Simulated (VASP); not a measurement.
# Sc in VASP: settings compared, part 2 of 2

VASP 6.6.1.

## Step 4: Single point, PBE (volume scaled by 0.975)

File INCAR:

```
PREC = Accurate
ENCUT = 520
EDIFF = 1E-7
ISMEAR = -1
SIGMA = 0.03
LREAL = F
LASPH = T
NELM = 80
ALGO = Normal
ISIF = 2
LWAVE = F
LCHARG = F
GGA = PE
NBANDS = 12
```

File KPOINTS:

```
regular mesh
0
Gamma
  12 12 12
```

File POSCAR:

```
Sc
1.0
    0.0000000000      2.2514192660      2.2514192660
    2.2514192660      0.0000000000      2.2514192660
    2.2514192660      2.2514192660      0.0000000000
Sc
1
Direct
    0.0000000000      0.0000000000      0.0000000000
```

Potentials or basis: VASP PAW PBE potentials, release 64 (Sc_sv).

On the command line:

```sh
cat potpaw_PBE.64/Sc_sv/POTCAR > POTCAR
mpirun -np 1 vasp_std > vasp.out
```

OUTCAR:

```text
PREC = Accurate
   ENCUT = 520
   EDIFF = 1E-7
   ISMEAR = -1
   LREAL = F
   LASPH = T
   NELM = 80
   ISIF = 2
   GGA = PE

 ion  position               nearest neighbor table
   1  0.000  0.000  0.000-

  LATTYP: Found a face centered cubic cell.
 ALAT       =     4.5028385320

  Lattice vectors:

 A1 = (   0.0000000000,   2.2514192660,   2.2514192660)
 A2 = (   2.2514192660,   0.0000000000,   2.2514192660)
 A3 = (   2.2514192660,   2.2514192660,   0.0000000000)

Analysis of symmetry for initial positions (statically):
=====================================================================
 Subroutine PRICEL returns:
 Original cell was already a primitive cell.

 Routine SETGRP: Setting up the symmetry group for a
 face centered cubic supercell.

 Subroutine GETGRP returns: Found 48 space group operations
 (whereof 48 operations were pure point group operations)
 out of a pool of 48 trial point group operations.

The static configuration has the point symmetry O_h .

Analysis of symmetry for dynamics (positions and initial velocities):
=====================================================================
 Subroutine PRICEL returns:
 Original cell was already a primitive cell.

 Routine SETGRP: Setting up the symmetry group for a
 face centered cubic supercell.

 Subroutine GETGRP returns: Found 48 space group operations
 (whereof 48 operations were pure point group operations)
 out of a pool of 48 trial point group operations.

The dynamic configuration has the point symmetry O_h .

 Subroutine INISYM returns: Found 48 space group operations
 (whereof 48 operations are pure point group operations),
 and found     1 'primitive' translations

----------------------------------------------------------------------------------------

                                     Primitive cell

  volume of cell :      22.8244

  direct lattice vectors                    reciprocal lattice vectors
     0.000000000  2.251419266  2.251419266    -0.222082136  0.222082136  0.222082136
     2.251419266  0.000000000  2.251419266     0.222082136 -0.222082136  0.222082136
     2.251419266  2.251419266  0.000000000     0.222082136  0.222082136 -0.222082136

  length of vectors
     3.183987661  3.183987661  3.183987661     0.384657543  0.384657543  0.384657543

  position of ions in fractional coordinates (direct lattice)
     0.000000000  0.000000000  0.000000000

  ion indices of the primitive-cell ions
   primitive index   ion index
                 1           1

----------------------------------------------------------------------------------------

 KPOINTS: regular mesh

Automatic generation of k-mesh.
 Grid dimensions read from file:
 generate k-points for:   12   12   12

 Generating k-lattice:

  Cartesian coordinates                     Fractional coordinates (reciprocal lattice)
    -0.018506845  0.018506845  0.018506845     0.083333333  0.000000000  0.000000000
     0.018506845 -0.018506845  0.018506845     0.000000000  0.083333333  0.000000000
     0.018506845  0.018506845 -0.018506845     0.000000000  0.000000000  0.083333333

  Length of vectors
     0.032054795  0.032054795  0.032054795

  Shift w.r.t. Gamma in fractional coordinates (k-lattice)
     0.000000000  0.000000000  0.000000000

 Subroutine IBZKPT returns following result:
 ===========================================

 Found     72 irreducible k-points:

 Following reciprocal coordinates:
            Coordinates               Weight
  0.000000  0.000000  0.000000      1.000000
  0.083333  0.000000  0.000000      8.000000
  0.166667  0.000000  0.000000      8.000000
  0.250000  0.000000  0.000000      8.000000
  0.333333  0.000000  0.000000      8.000000
  0.416667  0.000000  0.000000      8.000000
[... 16 lines left out ...]
  0.500000  0.166667  0.000000     24.000000
 -0.416667  0.166667  0.000000     24.000000
 [... further k-points ...]
   k-points           NKPTS =     72   k-points in BZ     NKDIM =     72   number of bands    NBANDS=     12
   number of dos      NEDOS =    301   number of ions     NIONS =      1
   total plane-waves  NPLWV =  13824
   dimension x,y,z NGX =    24 NGY =   24 NGZ =   24
   dimension x,y,z NGXF=    48 NGYF=   48 NGZF=   48
   ions per type =               1
   NGX,Y,Z   is equivalent  to a cutoff of  12.53, 12.53, 12.53 a.u.
   NGXF,Y,Z  is equivalent  to a cutoff of  25.06, 25.06, 25.06 a.u.
 SYSTEM =  unknown system
   PREC   = accura    normal or accurate (medium, high low for compatibility)
   ISTART =      0    job   : 0-new  1-cont  2-samecut
   ICHARG =      2    charge: 1-file 2-atom 10-const
   ISPIN  =      1    spin polarized calculation?
   LNONCOLLINEAR =      F non collinear calculations
   LSORBIT =      F    spin-orbit coupling
   LASPH  =      T    aspherical Exc in radial PAW
   ENCUT  =  520.0 eV  38.22 Ry    6.18 a.u.   5.92  5.92  5.92*2*pi/ulx,y,z
   NELM   =     80;   NELMIN=  2; NELMDL= -5     # of ELM steps
   EDIFF  = 0.1E-06   stopping-criterion for ELM
   LREAL  =      F    real-space projection
   EDIFFG = 0.1E-05   stopping-criterion for IOM
   NSW    =      0    number of steps for IOM
   IBRION =     -1    ionic relax: 0-MD 1-quasi-New 2-CG
   NFREE  =      0    steps in history (QN), initial steepest desc. (CG)
   ISIF   =      2    stress and relaxation
   ISYM   =      2    0-nonsym 1-usesym 2-fastsym
   POTIM  = 0.5000    time-step for ionic-motion
   TEBEG  =    0.0;   TEEND  =   0.0 temperature during run
   PSTRESS=    0.0 pullay stress
   NELECT =      11.0000    total number of electrons
   NUPDOWN=      -1.0000    fix difference up-down
   EMIN   =  10.00;   EMAX   =-10.00  energy-range for DOS
   EFERMI =   0.00;   METHOD = LEGACY
   ISMEAR =    -1;   SIGMA  =   0.03  broadening in eV -4-tet -1-fermi 0-gaus
   EFERMI_NEDOS =   21; number of points for ismear=-14 and -15
   IALGO  =     38    algorithm
   IMIX   =      4    mixing-type and parameters
     AMIX     =   0.40;   BMIX     =  1.00
     AMIX_MAG =   1.60;   BMIX_MAG =  1.00
  volume/ion in A,a.u.               =      22.82       154.03
  Fermi-wavevector in a.u.,A,eV,Ry     =   1.283530  2.425520 22.414907  1.647449
  Thomas-Fermi vector in A             =   2.415777
   LORBIT       =      0    0 simple, 1 ext, 2 COOP (PROOUT), +10 PAW based schemes
   GGA     = PE    functional components
   LHFCALC =     F    Hartree Fock is set to
   AEXX    =    0.0000 exact exchange contribution
   IVDW    =     0    specifies the selected vdW correction
   LEPSILON=     F    determine dielectric tensor
   LRPA    =     F    only Hartree local field effects (RPA)
 non-spin polarized calculation
  energy-cutoff  :      520.00
  volume of cell :       22.82
 maximum number of plane-waves:       636
   NGX = 11   NGY = 11   NGZ = 11

 number of electron      11.0000002 magnetization

 Free energy of the ion-electron system (eV)
  ---------------------------------------------------
  ext. energy  EPLUGINS =         0.00000000
  ---------------------------------------------------
  free energy    TOTEN  =        -6.17888824 eV

  energy without entropy =       -6.17388904  energy(sigma->0) =       -6.17638864

 E-fermi :   4.2109     XC(G=0): -10.1867

 val. band max:        4.1644204927   @ k =  -0.4167   0.1667   0.0000
 cond. band min:       4.2137673105   @ k =  -0.4167   0.1667   0.0833
 fundamental gap:      0.0493468178
 Fermi energy:         4.2109244649

 k-point     1 :       0.0000    0.0000    0.0000
  band No.  band energies     occupation
      1     -45.0292      2.00000
      2     -23.3962      2.00000
      3     -23.3962      2.00000
      4     -23.3962      2.00000
      5      -1.1238      2.00000
      6       5.8909      0.00000
      7       5.8909      0.00000
      8       5.8909      0.00000
      9       7.4158      0.00000
     10       7.4158      0.00000
     11      17.1354      0.00000
     12      20.8456      0.00000

 k-point     2 :       0.0833    0.0000    0.0000
  band No.  band energies     occupation
      1     -45.0237      2.00000
      2     -23.4318      2.00000
      3     -23.4007      2.00000
      4     -23.4007      2.00000
      5      -0.9353      2.00000
      6       5.7476      0.00000
      7       5.9612      0.00000
      8       5.9612      0.00000
      9       7.3656      0.00000
     10       7.3656      0.00000
     11      17.3233      0.00000
     12      19.5027      0.00000
[... 316 lines left out ...]
 k-point    24 :      -0.4167    0.1667    0.0000
  band No.  band energies     occupation
      1     -44.9388      2.00000
      2     -23.8592      2.00000
      3     -23.5549      2.00000
      4     -23.4806      2.00000
      5       2.8944      2.00000
      6       4.1644      1.64987
      7       5.3133      0.00000
      8       6.2095      0.00000
      9       8.1896      0.00000
     10       9.2109      0.00000
     11      11.5911      0.00000
     12      16.1096      0.00000

 [... further k-points ...]
[... 5 lines left out ...]
  --------------------------------------------------------------------------------------
  -------------------------------------------------------------------------------------
  Total        0.6509203      0.6509203      0.6509203      0.0000000      0.0000000      0.0000000
  in kB       45.6919087     45.6919087     45.6919087      0.0000000      0.0000000      0.0000000
  external PRESSURE =      45.6919087 kB  Pullay stress =       0.0000000 kB

 VOLUME and BASIS-vectors are now :
 -----------------------------------------------------------------------------
  energy-cutoff  :      520.00
  volume of cell :       22.82
      direct lattice vectors                 reciprocal lattice vectors
     0.000000000  2.251419266  2.251419266    -0.222082136  0.222082136  0.222082136
     2.251419266  0.000000000  2.251419266     0.222082136 -0.222082136  0.222082136
     2.251419266  2.251419266  0.000000000     0.222082136  0.222082136 -0.222082136

 POSITION                                       TOTAL-FORCE (eV/Angst)
 -----------------------------------------------------------------------------------
      0.00000      0.00000      0.00000        -0.000000      0.000000      0.000000
 -----------------------------------------------------------------------------------
    total drift:                                0.000000      0.000000     -0.000000

  FREE ENERGIE OF THE ION-ELECTRON SYSTEM (eV)
  ---------------------------------------------------
  free  energy   TOTEN  =        -6.1788882398 eV

  energy  without entropy=       -6.1738890367  energy(sigma->0) =       -6.17638864
```

stdout:

```text
POSCAR found type information on POSCAR Sc
 POSCAR found :  1 types and       1 ions
 scaLAPACK will be used
 LDA part: xc-table for (Slater+PW92), standard interpolation
 POSCAR, INCAR and KPOINTS ok, starting setup
 FFT: planning ... GRIDC
 FFT: planning ... GRID_SOFT
 FFT: planning ... GRID
 WAVECAR not read
 entering main loop
```

It took 25 s on 1 thread of Intel Xeon 8259CL, shared host; peak memory 0.15 GiB.

Results:

- Free energy: -6.1789 eV
- Pressure: 4.6 GPa

## Step 5: Single point, PBE

File INCAR:

```
ALGO = Normal
EDIFF = 1E-6
ENCUT = 520
GGA = PE
ISIF = 2
ISMEAR = -1
LASPH = True
LCHARG = False
LREAL = False
LWAVE = False
NBANDS = 12
NELM = 60
PREC = Accurate
SIGMA = 0.03
```

File KPOINTS:

```
k-points
0
Gamma
  12 12 12
```

File POSCAR:

```
Sc
1.0
    0.0000000000      2.2705000000      2.2705000000
    2.2705000000      0.0000000000      2.2705000000
    2.2705000000      2.2705000000      0.0000000000
Sc
1
Direct
    0.0000000000      0.0000000000      0.0000000000
```

On the command line:

```sh
cat potpaw_PBE.64/Sc_sv/POTCAR > POTCAR
mpirun -np 1 vasp_std > vasp.out
```

Wall time 24 s (1 thread of Intel Xeon 8259CL, shared host); peak memory 0.15 GiB.

Results (log left out):

- Free energy: -6.1929 eV
- Pressure: 3.0 GPa

Levels at points of the mesh, in eV from the Fermi level:
```tsv
k point	band 2	band 3	band 4	band 5	band 6	band 7	band 8	band 9
(0.00, 0.00, 0.00)	-27.69	-27.69	-27.69	-5.29	1.65	1.65	1.65	3.12
(0.50, 0.00, 0.00)	-28.16	-27.75	-27.75	-1.83	0.32	1.53	1.53	4.08
(0.50, 0.50, 0.00)	-28.13	-27.86	-27.86	-1.63	-0.70	2.10	4.07	4.33
```

## Step 6: The runs side by side

```csv
level,cell,gap on the mesh (eV),pressure (GPa)
PBE+D4,"a = 3.199, b = 3.199, c = 3.235 Å, angles 59.6, 59.6, 60.7°, 1 atom",none,1.1
PBE,"a = 3.157 Å, angles 60.0°, 1 atom",none,6.3
PBE,"a = 3.184 Å, angles 60.0°, 1 atom",none,4.6
PBE,"a = 3.211 Å, angles 60.0°, 1 atom",none,3.0
```

Alike in all rows: task single point; potentials or basis VASP PAW PBE potentials, release 64 (Sc_sv); no spin polarisation; k mesh 12 × 12 × 12; cutoff (eV) 520; smearing fermi-dirac 0.03 eV.

Caveats: pairwise dispersion overbinds metals, which lowers pressure and volume (some runs).

Absolute energies hang on the potentials; compare differences alone.
